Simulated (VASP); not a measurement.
# Pb (I4/mmm) in VASP: single point with PBE

Aim: the single point of Pb with PBE.

Everything below comes from runs of VASP 6.6.1. Logs are shortened: lines on timing, memory, paths and dates and some standing lists are left out, and cuts for length are marked.

### 1 The cell of the first run

It takes space group I4/mmm (No. 139, tetragonal). Conventional cell: a = 3.633 Å, b = 3.633 Å, c = 5.335 Å, α = 90.00°, β = 90.00°, γ = 90.00°. Pb (site symmetry 4/mmm) has 12 Pb at 3.63 to 3.70 Å within 4.8 Å.

### 2 Single point, PBE (strain +0.040 along x and y, +0.080 along z)

The input, INCAR:

```
PREC     = Accurate       # precision mode
ENCUT    = 520            # plane-wave cutoff, eV
EDIFF    = 1E-7           # SCF threshold, eV
ISMEAR   = 0              # smearing method
SIGMA    = 0.15           # smearing width, eV
LREAL    = False          # projectors in reciprocal space
LASPH    = True           # aspherical terms in the spheres
NELM     = 80             # most SCF steps
ALGO     = Fast           # electronic algorithm
ISIF     = 2              # what is computed and relaxed
LWAVE    = False          # write WAVECAR
LCHARG   = False          # write CHGCAR
GGA      = PE             # functional
NBANDS   = 13             # bands
```

The input, KPOINTS:

```
Automatic mesh
0
Gamma
  16 16 16
```

The input, POSCAR:

```
Pb
1.0
    0.0000000000      2.5685920000      2.6673840000
    2.5685920000      0.0000000000      2.6673840000
    2.5685920000      2.5685920000      0.0000000000
Pb
1
Direct
    0.0000000000      0.0000000000      0.0000000000
```

Potentials or basis: VASP PAW PBE potentials, release 64 (Pb_d).

Command:

```console
cat potpaw_PBE.64/Pb_d/POTCAR > POTCAR
mpirun -np 1 vasp_std > vasp.out
```

OUTCAR:

```text
PREC = Accurate
   ENCUT = 520
   EDIFF = 1E-7
   ISMEAR = 0
   LREAL = False
   LASPH = True
   NELM = 80
   ISIF = 2
   GGA = PE

 ion  position               nearest neighbor table
   1  0.000  0.000  0.000-

  LATTYP: Found a body centered tetragonal cell.
 ALAT       =     3.6325376426
 C/A-ratio  =     1.4686063917

  Lattice vectors:

 A1 = (  -2.5685920000,   0.0000000000,   2.6673840000)
 A2 = (   2.5685920000,   0.0000000000,   2.6673840000)
 A3 = (   0.0000000000,   2.5685920000,  -2.6673840000)

Analysis of symmetry for initial positions (statically):
=====================================================================
 Subroutine PRICEL returns:
 Original cell was already a primitive cell.

 Routine SETGRP: Setting up the symmetry group for a
 body centered tetragonal supercell.

 Subroutine GETGRP returns: Found 16 space group operations
 (whereof 16 operations were pure point group operations)
 out of a pool of 16 trial point group operations.

The static configuration has the point symmetry D_4h.

Analysis of symmetry for dynamics (positions and initial velocities):
=====================================================================
 Subroutine PRICEL returns:
 Original cell was already a primitive cell.

 Routine SETGRP: Setting up the symmetry group for a
 body centered tetragonal supercell.

 Subroutine GETGRP returns: Found 16 space group operations
 (whereof 16 operations were pure point group operations)
 out of a pool of 16 trial point group operations.

The dynamic configuration has the point symmetry D_4h.

 Subroutine INISYM returns: Found 16 space group operations
 (whereof 16 operations are pure point group operations),
 and found     1 'primitive' translations

----------------------------------------------------------------------------------------

                                     Primitive cell

  volume of cell :      35.1970

  direct lattice vectors                    reciprocal lattice vectors
     0.000000000  2.568592000  2.667384000    -0.194659175  0.194659175  0.187449576
     2.568592000  0.000000000  2.667384000     0.194659175 -0.194659175  0.187449576
     2.568592000  2.568592000  0.000000000     0.194659175  0.194659175 -0.187449576

  length of vectors
     3.703053101  3.703053101  3.632537643     0.333049144  0.333049144  0.333049144

  position of ions in fractional coordinates (direct lattice)
     0.000000000  0.000000000  0.000000000

  ion indices of the primitive-cell ions
   primitive index   ion index
                 1           1

----------------------------------------------------------------------------------------

 KPOINTS: Automatic mesh

Automatic generation of k-mesh.
 Grid dimensions read from file:
 generate k-points for:   16   16   16

 Generating k-lattice:

  Cartesian coordinates                     Fractional coordinates (reciprocal lattice)
    -0.012166198  0.012166198  0.011715599     0.062500000  0.000000000  0.000000000
     0.012166198 -0.012166198  0.011715599     0.000000000  0.062500000  0.000000000
     0.012166198  0.012166198 -0.011715599     0.000000000  0.000000000  0.062500000

  Length of vectors
     0.020815572  0.020815572  0.020815572

  Shift w.r.t. Gamma in fractional coordinates (k-lattice)
     0.000000000  0.000000000  0.000000000

 Subroutine IBZKPT returns following result:
 ===========================================

 Found    349 irreducible k-points:

 Following reciprocal coordinates:
            Coordinates               Weight
  0.000000  0.000000  0.000000      1.000000
  0.062500  0.000000  0.000000      8.000000
  0.125000  0.000000  0.000000      8.000000
  0.187500  0.000000  0.000000      8.000000
  0.250000  0.000000  0.000000      8.000000
  0.312500  0.000000  0.000000      8.000000
[... 16 lines left out ...]
 -0.125000  0.062500  0.000000      8.000000
 -0.062500  0.062500  0.000000      4.000000
 [... further k-points ...]
   k-points           NKPTS =    349   k-points in BZ     NKDIM =    349   number of bands    NBANDS=     13
   number of dos      NEDOS =    301   number of ions     NIONS =      1
   total plane-waves  NPLWV =  21952
   dimension x,y,z NGX =    28 NGY =   28 NGZ =   28
   dimension x,y,z NGXF=    56 NGYF=   56 NGZF=   56
   ions per type =               1
   NGX,Y,Z   is equivalent  to a cutoff of  12.57, 12.57, 12.81 a.u.
   NGXF,Y,Z  is equivalent  to a cutoff of  25.14, 25.14, 25.63 a.u.
 SYSTEM =  unknown system
   PREC   = accura    normal or accurate (medium, high low for compatibility)
   ISTART =      0    job   : 0-new  1-cont  2-samecut
   ICHARG =      2    charge: 1-file 2-atom 10-const
   ISPIN  =      1    spin polarized calculation?
   LNONCOLLINEAR =      F non collinear calculations
   LSORBIT =      F    spin-orbit coupling
   LASPH  =      T    aspherical Exc in radial PAW
   ENCUT  =  520.0 eV  38.22 Ry    6.18 a.u.   6.89  6.89  6.75*2*pi/ulx,y,z
   NELM   =     80;   NELMIN=  2; NELMDL= -5     # of ELM steps
   EDIFF  = 0.1E-06   stopping-criterion for ELM
   LREAL  =      F    real-space projection
   EDIFFG = 0.1E-05   stopping-criterion for IOM
   NSW    =      0    number of steps for IOM
   IBRION =     -1    ionic relax: 0-MD 1-quasi-New 2-CG
   NFREE  =      0    steps in history (QN), initial steepest desc. (CG)
   ISIF   =      2    stress and relaxation
   ISYM   =      2    0-nonsym 1-usesym 2-fastsym
   POTIM  = 0.5000    time-step for ionic-motion
   TEBEG  =    0.0;   TEEND  =   0.0 temperature during run
   PSTRESS=    0.0 pullay stress
   NELECT =      14.0000    total number of electrons
   NUPDOWN=      -1.0000    fix difference up-down
   EMIN   =  10.00;   EMAX   =-10.00  energy-range for DOS
   EFERMI =   0.00;   METHOD = LEGACY
   ISMEAR =     0;   SIGMA  =   0.15  broadening in eV -4-tet -1-fermi 0-gaus
   EFERMI_NEDOS =   21; number of points for ismear=-14 and -15
   IALGO  =     68    algorithm
   IMIX   =      4    mixing-type and parameters
     AMIX     =   0.40;   BMIX     =  1.00
     AMIX_MAG =   1.60;   BMIX_MAG =  1.00
  volume/ion in A,a.u.               =      35.20       237.52
  Fermi-wavevector in a.u.,A,eV,Ry     =   1.203970  2.275173 19.722232  1.449543
  Thomas-Fermi vector in A             =   2.339708
   LORBIT       =      0    0 simple, 1 ext, 2 COOP (PROOUT), +10 PAW based schemes
   GGA     = PE    functional components
   LHFCALC =     F    Hartree Fock is set to
   AEXX    =    0.0000 exact exchange contribution
   IVDW    =     0    specifies the selected vdW correction
   LEPSILON=     F    determine dielectric tensor
   LRPA    =     F    only Hartree local field effects (RPA)
 non-spin polarized calculation
 RMM-DIIS sequential band-by-band and
 Gauss-broadening in eV      SIGMA  =   0.15
  energy-cutoff  :      520.00
  volume of cell :       35.20
 maximum number of plane-waves:       974
   NGX = 13   NGY = 13   NGZ = 13

 number of electron      14.0000001 magnetization

 Free energy of the ion-electron system (eV)
  ---------------------------------------------------
  ext. energy  EPLUGINS =         0.00000000
  ---------------------------------------------------
  free energy    TOTEN  =        -3.53263150 eV

  energy without entropy =       -3.52570757  energy(sigma->0) =       -3.52916953

 E-fermi :   5.7539     XC(G=0):  -9.4909

 val. band max:        5.7355580988   @ k =  -0.3750   0.4375   0.1875
 cond. band min:       5.7554981150   @ k =   0.3750   0.0625   0.3125
 fundamental gap:      0.0199400162
 Fermi energy:         5.7538775392

 k-point     1 :       0.0000    0.0000    0.0000
  band No.  band energies     occupation
      1     -11.2967      2.00000
      2     -11.2654      2.00000
      3     -11.2654      2.00000
      4     -11.2033      2.00000
      5     -11.1750      2.00000
      6      -5.1098      2.00000
      7      12.0127      0.00000
      8      12.0127      0.00000
      9      12.0328      0.00000
     10      15.2283      0.00000
     11      15.3694      0.00000
     12      17.1288      0.00000
     13      17.2271      0.00000

 k-point     2 :       0.0625    0.0000    0.0000
  band No.  band energies     occupation
      1     -11.2935      2.00000
      2     -11.2644      2.00000
      3     -11.2619      2.00000
      4     -11.2030      2.00000
      5     -11.1756      2.00000
      6      -5.0459      2.00000
      7      11.1867      0.00000
      8      11.9313      0.00000
      9      11.9492      0.00000
     10      15.0428      0.00000
     11      15.7730      0.00000
     12      17.3022      0.00000
     13      17.3633      0.00000

 k-point     3 :       0.1250    0.0000    0.0000
  band No.  band energies     occupation
      1     -11.2865      2.00000
      2     -11.2619      2.00000
      3     -11.2530      2.00000
      4     -11.2001      2.00000
      5     -11.1763      2.00000
      6      -4.8551      2.00000
      7       9.5937      0.00000
      8      11.6809      0.00000
      9      11.7803      0.00000
     10      14.5908      0.00000
     11      16.7193      0.00000
     12      17.4661      0.00000
     13      17.7227      0.00000

 k-point     4 :       0.1875    0.0000    0.0000
  band No.  band energies     occupation
      1     -11.2807      2.00000
      2     -11.2602      2.00000
      3     -11.2441      2.00000
      4     -11.1893      2.00000
      5     -11.1730      2.00000
      6      -4.5401      2.00000
      7       7.8948      0.00000
      8      11.3486      0.00000
      9      11.5536      0.00000
     10      14.2467      0.00000
     11      16.9101      0.00000
     12      17.7640      0.00000
     13      17.9132      0.00000

 k-point     5 :       0.2500    0.0000    0.0000
  band No.  band energies     occupation
      1     -11.2784      2.00000
      2     -11.2626      2.00000
      3     -11.2413      2.00000
      4     -11.1684      2.00000
      5     -11.1613      2.00000
      6      -4.1095      2.00000
      7       6.2638      0.00000
      8      11.0017      0.00000
      9      11.3151      0.00000
     10      14.0187      0.00000
     11      16.2865      0.00000
     12      17.2007      0.00000
     13      17.5126      0.00000
[... 257 lines left out ...]
 k-point    22 :      -0.1875    0.0625    0.0000
  band No.  band energies     occupation
      1     -11.2731      2.00000
      2     -11.2636      2.00000
      3     -11.2393      2.00000
      4     -11.1821      2.00000
      5     -11.1715      2.00000
      6      -4.3406      2.00000
      7       7.2780      0.00000
      8      10.2657      0.00000
      9      11.8702      0.00000
     10      14.6224      0.00000
     11      16.8402      0.00000
     12      17.4340      0.00000
     13      17.4740      0.00000

 k-point    23 :      -0.1250    0.0625    0.0000
  band No.  band energies     occupation
      1     -11.2734      2.00000
      2     -11.2674      2.00000
      3     -11.2481      2.00000
      4     -11.1888      2.00000
      5     -11.1842      2.00000
      6      -4.6987      2.00000
      7       8.8939      0.00000
      8      10.7118      0.00000
      9      12.0461      0.00000
     10      14.8058      0.00000
     11      16.6186      0.00000
     12      17.5301      0.00000
     13      17.7066      0.00000

 k-point    24 :      -0.0625    0.0625    0.0000
  band No.  band energies     occupation
      1     -11.2822      2.00000
      2     -11.2680      2.00000
      3     -11.2577      2.00000
      4     -11.1980      2.00000
      5     -11.1802      2.00000
      6      -4.9354      2.00000
      7      10.3472      0.00000
      8      11.2991      0.00000
      9      12.0774      0.00000
     10      14.9435      0.00000
     11      16.0581      0.00000
     12      17.3290      0.00000
     13      18.2425      0.00000

 [... further k-points ...]

------------------------ aborting loop because EDIFF is reached ----------------------------------------

  FORCE on cell =-STRESS in cart. coord.  units (eV):
  Direction    XX          YY          ZZ          XY          YZ          ZX
  --------------------------------------------------------------------------------------
  -------------------------------------------------------------------------------------
  Total       -0.6590495     -0.6590495     -0.7162400      0.0000000     -0.0000000     -0.0000000
  in kB      -30.0001092    -30.0001092    -32.6034370      0.0000000     -0.0000000     -0.0000000
  external PRESSURE =     -30.8678851 kB  Pullay stress =       0.0000000 kB

 VOLUME and BASIS-vectors are now :
 -----------------------------------------------------------------------------
  energy-cutoff  :      520.00
  volume of cell :       35.20
      direct lattice vectors                 reciprocal lattice vectors
     0.000000000  2.568592000  2.667384000    -0.194659175  0.194659175  0.187449576
     2.568592000  0.000000000  2.667384000     0.194659175 -0.194659175  0.187449576
     2.568592000  2.568592000  0.000000000     0.194659175  0.194659175 -0.187449576

 POSITION                                       TOTAL-FORCE (eV/Angst)
 -----------------------------------------------------------------------------------
      0.00000      0.00000      0.00000         0.000000      0.000000      0.000000
 -----------------------------------------------------------------------------------
    total drift:                               -0.000000     -0.000000     -0.000000

  FREE ENERGIE OF THE ION-ELECTRON SYSTEM (eV)
  ---------------------------------------------------
  free  energy   TOTEN  =        -3.5326314969 eV

  energy  without entropy=       -3.5257075651  energy(sigma->0) =       -3.52916953
```

Wall time 71 s (1 thread of Intel Xeon 6975P-C (Granite Rapids), shared host); peak memory 0.26 GiB.

What came out:

| Property | Result |
| --- | --- |
| Free energy | -3.5326 eV |
| Pressure | -3.1 GPa |
| Band gap on the k mesh | zero (bands 7 and 8 overlap by 7.77 eV) |

Levels at points of the mesh, in eV from the Fermi level:
```
           k point  band 3  band 4  band 5  band 6  band 7  band 8  band 9  band 10  band 11  band 12
(0.00, 0.00, 0.00)  -17.02  -16.96  -16.93  -10.86    6.26    6.26    6.28     9.47     9.62    11.37
(0.50, 0.00, 0.00)  -17.01  -16.86  -16.85   -8.04   -3.54    4.48    5.03     8.14     9.12    10.16
(0.50, 0.50, 0.00)  -16.86  -16.84  -16.84   -7.18   -2.91    2.13    2.13     5.20     6.44    17.74
(0.50, 0.00, 0.50)  -16.86  -16.84  -16.82   -6.85   -2.66    1.61    1.85     4.85     6.09    17.01
```

Caveat: the cell differs from its parent crystal (strain +0.040 along x and y, +0.080 along z); the cell stands under tension; spin-orbit coupling is left out, which moves the levels of the heavy elements.
